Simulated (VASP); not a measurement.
# Si2Mo (I4/mmm) in VASP: further runs

Runs on Si2Mo. Level: PBE. Tasks: single point.

Program: VASP 6.6.1. These are calculated values, not measurements. Logs are shortened: lines on timing, memory, paths and dates and some standing lists are left out, and cuts for length are marked.

## 1. The cell of the first run

Symmetry: I4/mmm, No. 139, tetragonal system. Conventional cell: a = 3.135 Å, b = 3.135 Å, c = 7.701 Å, α = 90.00°, β = 90.00°, γ = 90.00°. Si (site symmetry 4mm) has 9 Si at 2.56 to 3.13 Å and 5 Mo at 2.56 Å within 3.4 Å. Within 3.4 Å of Mo (site symmetry 4/mmm) lie 10 Si at 2.56 Å and 4 Mo at 3.13 Å.

## 2. Single point, PBE

INCAR reads:

```
PREC = Accurate
ENCUT = 520
EDIFF = 1E-7
ISMEAR = -1
SIGMA = 0.05
LREAL = F
LASPH = T
NELM = 80
ALGO = Normal
ISIF = 2
LWAVE = F
LCHARG = F
GGA = PE
NBANDS = 18
```

KPOINTS reads:

```
Automatic mesh
0
Gamma
  13 13 13
```

POSCAR reads:

```
Si2Mo
1.0
   -1.5673377739      1.5673377739      3.8502632003
    1.5673377739     -1.5673377739      3.8502632003
    1.5673377739      1.5673377739     -3.8502632003
Si Mo
2 1
Direct
    0.3330000000      0.3330000000      0.0000000000
    0.6670000000      0.6670000000      0.0000000000
    0.0000000000      0.0000000000      0.0000000000
```

Potentials or basis: VASP PAW PBE potentials, release 64 (Si, Mo_sv).

Run with:

```console
$ cat potpaw_PBE.64/Si/POTCAR potpaw_PBE.64/Mo_sv/POTCAR > POTCAR
$ mpirun -np 1 vasp_std > vasp.out
```

OUTCAR:

```text
PREC = Accurate
   ENCUT = 520
   EDIFF = 1E-7
   ISMEAR = -1
   LREAL = F
   LASPH = T
   NELM = 80
   ISIF = 2
   GGA = PE

 ion  position               nearest neighbor table
   1  0.333  0.333  0.000-   2 2.56   2 2.56   2 2.56   2 2.56   3 2.56   3 2.56   3 2.56   3 2.56
                             3 2.56   2 2.57
   2  0.667  0.667  0.000-   1 2.56   1 2.56   1 2.56   1 2.56   3 2.56   3 2.56   3 2.56   3 2.56
                             3 2.56   1 2.57
   3  0.000  0.000  0.000-   2 2.56   1 2.56   2 2.56   1 2.56   2 2.56   1 2.56   1 2.56   2 2.56
                             1 2.56   2 2.56

  LATTYP: Found a body centered tetragonal cell.
 ALAT       =     3.1346755478
 C/A-ratio  =     2.4565625001

  Lattice vectors:

 A1 = (  -1.5673377739,   1.5673377739,   3.8502632003)
 A2 = (   1.5673377739,  -1.5673377739,   3.8502632003)
 A3 = (   1.5673377739,   1.5673377739,  -3.8502632003)

Analysis of symmetry for initial positions (statically):
=====================================================================
 Subroutine PRICEL returns:
 Original cell was already a primitive cell.

 Routine SETGRP: Setting up the symmetry group for a
 body centered tetragonal supercell.

 Subroutine GETGRP returns: Found 16 space group operations
 (whereof 16 operations were pure point group operations)
 out of a pool of 16 trial point group operations.

The static configuration has the point symmetry D_4h.

Analysis of symmetry for dynamics (positions and initial velocities):
=====================================================================
 Subroutine PRICEL returns:
 Original cell was already a primitive cell.

 Routine SETGRP: Setting up the symmetry group for a
 body centered tetragonal supercell.

 Subroutine GETGRP returns: Found 16 space group operations
 (whereof 16 operations were pure point group operations)
 out of a pool of 16 trial point group operations.

The dynamic configuration has the point symmetry D_4h.

 Subroutine INISYM returns: Found 16 space group operations
 (whereof 16 operations are pure point group operations),
 and found     1 'primitive' translations

----------------------------------------------------------------------------------------

                                     Primitive cell

  volume of cell :      37.8334

  direct lattice vectors                    reciprocal lattice vectors
    -1.567337774  1.567337774  3.850263200     0.000000000  0.319012282  0.129861252
     1.567337774 -1.567337774  3.850263200     0.319012282  0.000000000  0.129861252
     1.567337774  1.567337774 -3.850263200     0.319012282  0.319012282  0.000000000

  length of vectors
     4.442704369  4.442704369  4.442704369     0.344431097  0.344431097  0.451151496

  position of ions in fractional coordinates (direct lattice)
     0.333000000  0.333000000  0.000000000
     0.667000000  0.667000000  0.000000000
     0.000000000  0.000000000  0.000000000

  ion indices of the primitive-cell ions
   primitive index   ion index
                 1           1
                 2           2
                 3           3

----------------------------------------------------------------------------------------

 KPOINTS: Automatic mesh

Automatic generation of k-mesh.
 Grid dimensions read from file:
 generate k-points for:   13   13   13

 Generating k-lattice:

  Cartesian coordinates                     Fractional coordinates (reciprocal lattice)
     0.000000000  0.024539406  0.009989327     0.076923077 -0.000000000  0.000000000
     0.024539406  0.000000000  0.009989327    -0.000000000  0.076923077  0.000000000
     0.024539406  0.024539406  0.000000000     0.000000000  0.000000000  0.076923077

  Length of vectors
     0.026494700  0.026494700  0.034703961

  Shift w.r.t. Gamma in fractional coordinates (k-lattice)
     0.000000000  0.000000000  0.000000000

 Subroutine IBZKPT returns following result:
 ===========================================

 Found    196 irreducible k-points:

 Following reciprocal coordinates:
            Coordinates               Weight
  0.000000  0.000000  0.000000      1.000000
  0.076923  0.000000  0.000000      8.000000
  0.153846  0.000000 -0.000000      8.000000
  0.230769  0.000000 -0.000000      8.000000
  0.307692  0.000000 -0.000000      8.000000
  0.384615  0.000000  0.000000      8.000000
[... 16 lines left out ...]
  0.384615  0.153846 -0.000000     16.000000
  0.461538  0.153846 -0.000000     16.000000
 [... further k-points ...]
   k-points           NKPTS =    196   k-points in BZ     NKDIM =    196   number of bands    NBANDS=     18
   number of dos      NEDOS =    301   number of ions     NIONS =      3
   total plane-waves  NPLWV =  46656
   dimension x,y,z NGX =    36 NGY =   36 NGZ =   36
   dimension x,y,z NGXF=    72 NGYF=   72 NGZF=   72
   ions per type =               2   1
   NGX,Y,Z   is equivalent  to a cutoff of  13.47, 13.47, 13.47 a.u.
   NGXF,Y,Z  is equivalent  to a cutoff of  26.94, 26.94, 26.94 a.u.
 SYSTEM =  unknown system
   PREC   = accura    normal or accurate (medium, high low for compatibility)
   ISTART =      0    job   : 0-new  1-cont  2-samecut
   ICHARG =      2    charge: 1-file 2-atom 10-const
   ISPIN  =      1    spin polarized calculation?
   LNONCOLLINEAR =      F non collinear calculations
   LSORBIT =      F    spin-orbit coupling
   LASPH  =      T    aspherical Exc in radial PAW
   ENCUT  =  520.0 eV  38.22 Ry    6.18 a.u.   8.26  8.26  8.26*2*pi/ulx,y,z
   NELM   =     80;   NELMIN=  2; NELMDL= -5     # of ELM steps
   EDIFF  = 0.1E-06   stopping-criterion for ELM
   LREAL  =      F    real-space projection
   EDIFFG = 0.1E-05   stopping-criterion for IOM
   NSW    =      0    number of steps for IOM
   IBRION =     -1    ionic relax: 0-MD 1-quasi-New 2-CG
   NFREE  =      0    steps in history (QN), initial steepest desc. (CG)
   ISIF   =      2    stress and relaxation
   ISYM   =      2    0-nonsym 1-usesym 2-fastsym
   POTIM  = 0.5000    time-step for ionic-motion
   TEBEG  =    0.0;   TEEND  =   0.0 temperature during run
   PSTRESS=    0.0 pullay stress
   NELECT =      22.0000    total number of electrons
   NUPDOWN=      -1.0000    fix difference up-down
   EMIN   =  10.00;   EMAX   =-10.00  energy-range for DOS
   EFERMI =   0.00;   METHOD = LEGACY
   ISMEAR =    -1;   SIGMA  =   0.05  broadening in eV -4-tet -1-fermi 0-gaus
   EFERMI_NEDOS =   21; number of points for ismear=-14 and -15
   IALGO  =     38    algorithm
   IMIX   =      4    mixing-type and parameters
     AMIX     =   0.40;   BMIX     =  1.00
     AMIX_MAG =   1.60;   BMIX_MAG =  1.00
  volume/ion in A,a.u.               =      12.61        85.10
  Fermi-wavevector in a.u.,A,eV,Ry     =   1.366440  2.582197 25.404225  1.867158
  Thomas-Fermi vector in A             =   2.492580
   LORBIT       =      0    0 simple, 1 ext, 2 COOP (PROOUT), +10 PAW based schemes
   GGA     = PE    functional components
   LHFCALC =     F    Hartree Fock is set to
   AEXX    =    0.0000 exact exchange contribution
   IVDW    =     0    specifies the selected vdW correction
   LEPSILON=     F    determine dielectric tensor
   LRPA    =     F    only Hartree local field effects (RPA)
 non-spin polarized calculation
  energy-cutoff  :      520.00
  volume of cell :       37.83
 maximum number of plane-waves:      1034
 NGX is ok and might be reduce to    36
   NGX = 17   NGY = 17   NGZ = 17

 number of electron      22.0000000 magnetization

 Free energy of the ion-electron system (eV)
  ---------------------------------------------------
  ext. energy  EPLUGINS =         0.00000000
  ---------------------------------------------------
  free energy    TOTEN  =       -23.10644003 eV

  energy without entropy =      -23.10450141  energy(sigma->0) =      -23.10547072

 E-fermi :  13.2333     XC(G=0): -12.7243

 val. band max:       13.0884344621   @ k =  -0.3846   0.4615   0.3846
 cond. band min:      13.2558792630   @ k =  -0.4615   0.4615   0.3077
 fundamental gap:      0.1674448009
 Fermi energy:        13.2333420772

 k-point     1 :       0.0000    0.0000    0.0000
  band No.  band energies     occupation
      1     -47.4363      2.00000
      2     -21.6467      2.00000
      3     -21.5118      2.00000
      4     -21.5118      2.00000
      5      -0.7272      2.00000
      6       6.4821      2.00000
[... 10 lines left out ...]
     17      18.6236      0.00000
     18      18.6236      0.00000

 k-point     2 :       0.0769    0.0000    0.0000
  band No.  band energies     occupation
      1     -47.4349      2.00000
      2     -21.6453      2.00000
      3     -21.5309      2.00000
      4     -21.5101      2.00000
      5      -0.6134      2.00000
      6       6.5032      2.00000
[... 10 lines left out ...]
     17      18.7191      0.00000
     18      19.2641      0.00000

 k-point     3 :       0.1538    0.0000   -0.0000
  band No.  band energies     occupation
      1     -47.4309      2.00000
      2     -21.6415      2.00000
      3     -21.5832      2.00000
      4     -21.5052      2.00000
      5      -0.2776      2.00000
      6       6.5199      2.00000
[... 10 lines left out ...]
     17      19.3084      0.00000
     18      20.5393      0.00000

 k-point     4 :       0.2308    0.0000   -0.0000
  band No.  band energies     occupation
      1     -47.4253      2.00000
      2     -21.6570      2.00000
      3     -21.6353      2.00000
      4     -21.4983      2.00000
      5       0.2637      2.00000
      6       6.3318      2.00000
[... 375 lines left out ...]
      4     -21.5591      2.00000
      5       1.5566      2.00000
      6       5.4717      2.00000
[... 10 lines left out ...]
     17      20.9477      0.00000
     18      22.0333      0.00000

 k-point    23 :       0.3846    0.1538   -0.0000
  band No.  band energies     occupation
      1     -47.4093      2.00000
      2     -21.7855      2.00000
      3     -21.6195      2.00000
      4     -21.5521      2.00000
      5       2.3943      2.00000
      6       4.7688      2.00000
[... 10 lines left out ...]
     17      20.9756      0.00000
     18      22.3434      0.00000

 k-point    24 :       0.4615    0.1538   -0.0000
  band No.  band energies     occupation
      1     -47.4066      2.00000
      2     -21.8201      2.00000
      3     -21.6150      2.00000
      4     -21.5481      2.00000
      5       3.3107      2.00000
      6       3.8487      2.00000
[... 10 lines left out ...]
     17      21.0879      0.00000
     18      22.5353      0.00000

 [... further k-points ...]
[... 5 lines left out ...]
  --------------------------------------------------------------------------------------
  -------------------------------------------------------------------------------------
  Total        4.1611760      4.1611760      4.3459057      0.0000000     -0.0000000      0.0000000
  in kB      176.2183193    176.2183193    184.0412900      0.0000000     -0.0000000      0.0000000
  external PRESSURE =     178.8259762 kB  Pullay stress =       0.0000000 kB

 VOLUME and BASIS-vectors are now :
 -----------------------------------------------------------------------------
  energy-cutoff  :      520.00
  volume of cell :       37.83
      direct lattice vectors                 reciprocal lattice vectors
    -1.567337774  1.567337774  3.850263200     0.000000000  0.319012282  0.129861252
     1.567337774 -1.567337774  3.850263200     0.319012282  0.000000000  0.129861252
     1.567337774  1.567337774 -3.850263200     0.319012282  0.319012282  0.000000000

 POSITION                                       TOTAL-FORCE (eV/Angst)
 -----------------------------------------------------------------------------------
      0.00000      0.00000      2.56428         0.000000      0.000000      0.173209
      0.00000      0.00000      5.13625        -0.000000     -0.000000     -0.173209
      0.00000      0.00000      0.00000         0.000000      0.000000      0.000000
 -----------------------------------------------------------------------------------
    total drift:                                0.000000      0.000000     -0.000000

  FREE ENERGIE OF THE ION-ELECTRON SYSTEM (eV)
  ---------------------------------------------------
  free  energy   TOTEN  =       -23.1064400273 eV

  energy  without entropy=      -23.1045014134  energy(sigma->0) =      -23.10547072
```

Wall time 2.1 min (1 thread of AMD EPYC 9R45 (Zen 5), shared host); peak memory 0.26 GiB.

Results:

| Property | Result |
| --- | --- |
| Free energy | -23.1064 eV |
| Pressure | 17.9 GPa |
| Largest force | 0.173 eV/Å |
| Band gap on the k mesh | zero (band 11 reaches 13.77 eV, above the bottom of band 12 at 12.75 eV) |

Forces in eV/Å, atoms in the order of the input:
```
Si   0.000  0.000  0.173
Si   0.000  0.000 -0.173
Mo   0.000  0.000  0.000
```

Stress tensor (GPa, compression positive):
```
17.62  0.00  0.00
 0.00 17.62  0.00
 0.00  0.00 18.40
```

[end of part 1 of 2]
